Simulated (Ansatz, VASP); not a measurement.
**Cr: VASP beside Ansatz**

Contents of INCAR:

```
PREC = Accurate ; ENCUT = 500
EDIFF = 1E-6 ; ISMEAR = -1
SIGMA = 0.1 ; LREAL = F
LASPH = T ; NELM = 120
ALGO = Normal ; ISIF = 2
LWAVE = F ; LCHARG = F
GGA = PE ; NBANDS = 19
GGA_COMPAT = F
```

The input KPOINTS:

```
regular mesh
0
Gamma
  8 8 4
```

File POSCAR:

```
Cr
1.0
   -1.4250000000      1.4250000000      1.4250000000
    1.4250000000     -1.4250000000      1.4250000000
    2.8500000000      2.8500000000     -2.8500000000
Cr
2
Direct
   -0.0061403509     -0.0061403509     -0.2500000000
    0.0061403509      0.0061403509      0.2500000000
```

Input for Ansatz:

```yaml
crystal:
  atoms:
  - position: [-0.0061403508771929825, -0.0061403508771929825, -0.25]
    symbol: Cr
  - position: [0.006140350877192995, 0.006140350877192995, 0.25]
    symbol: Cr
  lattice:
  - [-1.425, 1.425, 1.425]
  - [1.425, -1.425, 1.425]
  - [2.85, 2.85, -2.85]
hamiltonian:
  dispersion: none
  pseudopotentials:
    dirac_shells:
      Cr: [2p]
    kind: all_electron
    lapw: {basis_error: 0.025 meV}
    relativity: scalar
  xc: pbe
kpoints:
  mp_grid:
    grid: [8, 8, 4]
    shift: [0, 0, 0]
magnetization: {spin_polarized: false}
output: {forces: true, stress: true}
scf:
  convergence: {dr2_threshold: 1e-10 eV}
  lower_state_search: 'off'
  max_iter: 200
  occupations: {method: fermi_dirac, width: 0.1}
```

Alike in both runs: task single point; functional PBE; k mesh 8 × 8 × 4; occupations fermi-dirac, width 0.1 eV; no spin polarisation.

|  | VASP | Ansatz |
| --- | --- | --- |
| version | VASP 6.6.1 | Ansatz 0.2 development build |
| potentials or method | VASP PAW PBE potentials, release 64 (Cr_pv), cutoff 500 eV | all-electron full-potential LAPW, scalar-relativistic |

```csv
,VASP,Ansatz,Ansatz less VASP
pressure (GPa),-0.5,0.0,+0.52
rms of the force components (eV/Å),0.049,0.051,+0.0018
```

Atom by atom the forces differ by 0.002 eV/Å (rms over components). Ansatz ran all-electron here, and VASP with PAW potentials.

The k mesh is coarse, so the values compare programs but aren't converged.
